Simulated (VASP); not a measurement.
# TaN (Fm-3m) in VASP: notebook

TaN is run at these levels: PBEsol; tasks: single point, relaxation of cell and atoms.

Everything below comes from runs of VASP 6.6.1. Logs are shortened: lines on timing, memory, paths and dates and some standing lists are left out, and cuts for length are marked.

## Step 1: The cell of the first run

The structure is cubic, space group Fm-3m (No. 225). Conventional cell: a = 4.372 Å, b = 4.372 Å, c = 4.372 Å, α = 90.00°, β = 90.00°, γ = 90.00°. Ta (site symmetry m-3m) has 6 N at 2.19 Å within 2.9 Å. Within 2.9 Å of N (site symmetry m-3m) lie 6 Ta at 2.19 Å.

## Step 2: Single point, PBEsol

File INCAR:

```
ALGO = Normal ; EDIFF = 1E-6
ENCUT = 520 ; GGA = PS
ISIF = 2 ; ISMEAR = 0
LASPH = True ; LCHARG = False
LREAL = False ; LWAVE = False
NBANDS = 15 ; NELM = 100
PREC = Accurate ; SIGMA = 0.1
```

File KPOINTS:

```
k-points
0
Gamma
  16 16 16
```

File POSCAR:

```
TaN
1.0
    0.0000000000      2.1858308799      2.1858308799
    2.1858308799      0.0000000000      2.1858308799
    2.1858308799      2.1858308799      0.0000000000
Ta N
1 1
Direct
    0.5000000000      0.5000000000      0.5000000000
    0.0000000000      0.0000000000      0.0000000000
```

Potentials or basis: VASP PAW PBE potentials, release 64 (Ta_pv, N).

The run is started by

```
> cat potpaw_PBE.64/Ta_pv/POTCAR potpaw_PBE.64/N/POTCAR > POTCAR
> mpirun -np 1 vasp_std > vasp.out
```

OUTCAR:

```text
EDIFF = 1E-6
   ENCUT = 520
   GGA = PS
   ISIF = 2
   ISMEAR = 0
   LASPH = True
   LREAL = False
   NELM = 100
   PREC = Accurate

 ion  position               nearest neighbor table
   1  0.500  0.500  0.500-   2 2.19   2 2.19   2 2.19   2 2.19   2 2.19   2 2.19
   2  0.000  0.000  0.000-   1 2.19   1 2.19   1 2.19   1 2.19   1 2.19   1 2.19

  LATTYP: Found a face centered cubic cell.
 ALAT       =     4.3716617598

  Lattice vectors:

 A1 = (   0.0000000000,   2.1858308799,   2.1858308799)
 A2 = (   2.1858308799,   0.0000000000,   2.1858308799)
 A3 = (   2.1858308799,   2.1858308799,   0.0000000000)

Analysis of symmetry for initial positions (statically):
=====================================================================
 Subroutine PRICEL returns:
 Original cell was already a primitive cell.

 Routine SETGRP: Setting up the symmetry group for a
 face centered cubic supercell.

 Subroutine GETGRP returns: Found 48 space group operations
[... 9 lines left out ...]

 Routine SETGRP: Setting up the symmetry group for a
 face centered cubic supercell.

 Subroutine GETGRP returns: Found 48 space group operations
[... 11 lines left out ...]
                                     Primitive cell

  volume of cell :      20.8872

  direct lattice vectors                    reciprocal lattice vectors
     0.000000000  2.185830880  2.185830880    -0.228745968  0.228745968  0.228745968
     2.185830880  0.000000000  2.185830880     0.228745968 -0.228745968  0.228745968
     2.185830880  2.185830880  0.000000000     0.228745968  0.228745968 -0.228745968

  length of vectors
     3.091231675  3.091231675  3.091231675     0.396199638  0.396199638  0.396199638

  position of ions in fractional coordinates (direct lattice)
     0.500000000  0.500000000  0.500000000
     0.000000000  0.000000000  0.000000000

  ion indices of the primitive-cell ions
   primitive index   ion index
                 1           1
                 2           2

----------------------------------------------------------------------------------------

 KPOINTS: k-points

Automatic generation of k-mesh.
 Grid dimensions read from file:
 generate k-points for:   16   16   16

 Generating k-lattice:

  Cartesian coordinates                     Fractional coordinates (reciprocal lattice)
    -0.014296623  0.014296623  0.014296623     0.062500000  0.000000000  0.000000000
     0.014296623 -0.014296623  0.014296623     0.000000000  0.062500000  0.000000000
     0.014296623  0.014296623 -0.014296623     0.000000000  0.000000000  0.062500000

[... 58 lines left out ...]
   EDIFFG = 0.1E-04   stopping-criterion for IOM
   NSW    =      0    number of steps for IOM
   IBRION =     -1    ionic relax: 0-MD 1-quasi-New 2-CG
   NFREE  =      0    steps in history (QN), initial steepest desc. (CG)
   ISIF   =      2    stress and relaxation
   ISYM   =      2    0-nonsym 1-usesym 2-fastsym
   POTIM  = 0.5000    time-step for ionic-motion
   TEBEG  =    0.0;   TEEND  =   0.0 temperature during run
   PSTRESS=    0.0 pullay stress
   NELECT =      16.0000    total number of electrons
   NUPDOWN=      -1.0000    fix difference up-down
   EMIN   =  10.00;   EMAX   =-10.00  energy-range for DOS
   EFERMI =   0.00;   METHOD = LEGACY
   ISMEAR =     0;   SIGMA  =   0.10  broadening in eV -4-tet -1-fermi 0-gaus
   EFERMI_NEDOS =   21; number of points for ismear=-14 and -15
   IALGO  =     38    algorithm
   IMIX   =      4    mixing-type and parameters
     AMIX     =   0.40;   BMIX     =  1.00
     AMIX_MAG =   1.60;   BMIX_MAG =  1.00
  volume/ion in A,a.u.               =      10.44        70.48
  Fermi-wavevector in a.u.,A,eV,Ry     =   1.497919  2.830656 30.528218  2.243761
  Thomas-Fermi vector in A             =   2.609745
   LORBIT       =      0    0 simple, 1 ext, 2 COOP (PROOUT), +10 PAW based schemes
   GGA     = PS    functional components
   LHFCALC =     F    Hartree Fock is set to
   AEXX    =    0.0000 exact exchange contribution
   IVDW    =     0    specifies the selected vdW correction
   LEPSILON=     F    determine dielectric tensor
   LRPA    =     F    only Hartree local field effects (RPA)
 non-spin polarized calculation
 Gauss-broadening in eV      SIGMA  =   0.10
  energy-cutoff  :      520.00
  volume of cell :       20.89
 maximum number of plane-waves:       588
   NGX = 11   NGY = 11   NGZ = 11

 number of electron      16.0000001 magnetization

 Free energy of the ion-electron system (eV)
  ---------------------------------------------------
  ext. energy  EPLUGINS =         0.00000000
  ---------------------------------------------------
  free energy    TOTEN  =       -23.21052505 eV

  energy without entropy =      -23.20492227  energy(sigma->0) =      -23.20772366

 E-fermi :   9.5699     XC(G=0): -13.6878

 val. band max:        9.5618621261   @ k =  -0.2500   0.3750   0.1250
 cond. band min:       9.5764946351   @ k =  -0.3125   0.3125   0.1250
 fundamental gap:      0.0146325090
 Fermi energy:         9.5699257410

 k-point     1 :       0.0000    0.0000    0.0000
  band No.  band energies     occupation
      1     -26.0904      2.00000
      2     -26.0904      2.00000
      3     -26.0904      2.00000
      4      -9.3754      2.00000
      5       5.7345      2.00000
      6       5.7345      2.00000
      7       5.7345      2.00000
      8       7.4008      2.00000
      9       7.4008      2.00000
     10       7.4008      2.00000
     11       9.6101      0.56984
     12       9.6101      0.56984
     13      11.2784      0.00000
     14      18.9629      0.00000
[... 401 lines left out ...]
      2     -26.1143      2.00000
      3     -26.0927      2.00000
      4      -9.1151      2.00000
      5       4.4967      2.00000
      6       4.8102      2.00000
      7       5.1619      2.00000
      8       7.5798      2.00000
      9       7.8167      2.00000
     10       8.1287      2.00000
     11      10.0553      0.00000
     12      10.9371      0.00000
     13      12.0795      0.00000
     14      19.7487      0.00000
     15      21.9844      0.00000

 [... further k-points ...]
[... 5 lines left out ...]
  --------------------------------------------------------------------------------------
  -------------------------------------------------------------------------------------
  Total        0.2650860      0.2650860      0.2650860      0.0000000     -0.0000000     -0.0000000
  in kB       20.3337593     20.3337593     20.3337593      0.0000000     -0.0000000     -0.0000000
  external PRESSURE =      20.3337593 kB  Pullay stress =       0.0000000 kB

 VOLUME and BASIS-vectors are now :
 -----------------------------------------------------------------------------
  energy-cutoff  :      520.00
  volume of cell :       20.89
      direct lattice vectors                 reciprocal lattice vectors
     0.000000000  2.185830880  2.185830880    -0.228745968  0.228745968  0.228745968
     2.185830880  0.000000000  2.185830880     0.228745968 -0.228745968  0.228745968
     2.185830880  2.185830880  0.000000000     0.228745968  0.228745968 -0.228745968

 POSITION                                       TOTAL-FORCE (eV/Angst)
 -----------------------------------------------------------------------------------
      2.18583      2.18583      2.18583         0.000000      0.000000      0.000000
      0.00000      0.00000      0.00000        -0.000000     -0.000000     -0.000000
 -----------------------------------------------------------------------------------
    total drift:                                0.000000     -0.000000     -0.000000

  FREE ENERGIE OF THE ION-ELECTRON SYSTEM (eV)
  ---------------------------------------------------
  free  energy   TOTEN  =       -23.2105250462 eV

  energy  without entropy=      -23.2049222715  energy(sigma->0) =      -23.20772366
```

It took 13 s on 1 thread of Intel Xeon 6975P-C (Granite Rapids), shared host; peak memory 0.17 GiB.

Results:

| Property | Result |
| --- | --- |
| Free energy | -23.2105 eV |
| Pressure | 2.0 GPa |
| Band gap on the k mesh | zero (band 8 reaches 11.54 eV, above the bottom of band 9 at 7.40 eV) |

Levels at points of the mesh, in eV from the Fermi level:
```
           k point  band 4  band 5  band 6  band 7  band 8  band 9  band 10  band 11  band 12  band 13
(0.00, 0.00, 0.00)  -18.95   -3.84   -3.84   -3.84   -2.17   -2.17    -2.17     0.04     0.04     1.71
(0.50, 0.00, 0.00)  -15.76  -10.54   -7.71   -7.71    1.97    1.97     2.08     3.87     7.76     7.76
(0.50, 0.50, 0.00)  -17.66   -6.66   -5.61   -4.65   -4.65    2.16     3.68     3.68     4.77     6.95
```

Caveat: the PAW data sets were made with another functional, which shifts forces and pressure a little; spin-orbit coupling is left out, which moves the levels of the heavy elements.

## Step 3: Single point, PBEsol

This run uses another cell than the first one, of 10.36 Å³/atom, 0.992 times its volume.

File INCAR:

```
SYSTEM = TaN
PREC = Accurate ; ENCUT = 520
EDIFF = 1E-7 ; ISMEAR = 0
SIGMA = 0.1 ; LREAL = .FALSE.
LASPH = .TRUE. ; NELM = 80
ALGO = Normal ; ISIF = 2
LWAVE = .FALSE. ; LCHARG = .FALSE.
GGA = PS ; NBANDS = 15
```

File KPOINTS:

```
Automatic mesh
0
G
  16 16 16
  0 0 0
```

File POSCAR:

```
TaN
1.0
    0.0000000000      2.1799032686      2.1799032686
    2.1799032686      0.0000000000      2.1799032686
    2.1799032686      2.1799032686      0.0000000000
Ta N
1 1
Direct
    0.5000000000      0.5000000000      0.5000000000
    0.0000000000      0.0000000000      0.0000000000
```

Potentials or basis: VASP PAW PBE potentials, release 64 (Ta_pv, N).

The run is started by

```
> cat potpaw_PBE.64/Ta_pv/POTCAR potpaw_PBE.64/N/POTCAR > POTCAR
> mpirun -np 1 vasp_std > vasp.out
```

Run time: 13 s. Hardware: 1 thread of Intel Xeon 6975P-C (Granite Rapids), shared host; peak memory 0.17 GiB.

It converged, with:

```
Free energy            : -23.2066 eV
Pressure               : 5.1 GPa
Band gap on the k mesh : zero (band 8 reaches 11.66 eV, above the bottom of band 9 at 7.47 eV)
```

Levels at points of the mesh, in eV from the Fermi level:
```tsv
k point	band 4	band 5	band 6	band 7	band 8	band 9	band 10	band 11	band 12	band 13
(0.00, 0.00, 0.00)	-19.01	-3.86	-3.86	-3.86	-2.19	-2.19	-2.19	0.04	0.04	1.78
(0.50, 0.00, 0.00)	-15.78	-10.61	-7.77	-7.77	2.00	2.00	2.10	3.90	7.85	7.85
(0.50, 0.50, 0.00)	-17.73	-6.67	-5.67	-4.67	-4.67	2.19	3.72	3.72	4.86	7.04
```

Caveat: the PAW data sets were made with another functional, which shifts forces and pressure a little; spin-orbit coupling is left out, which moves the levels of the heavy elements.

(Continued in part 2 of 2.)
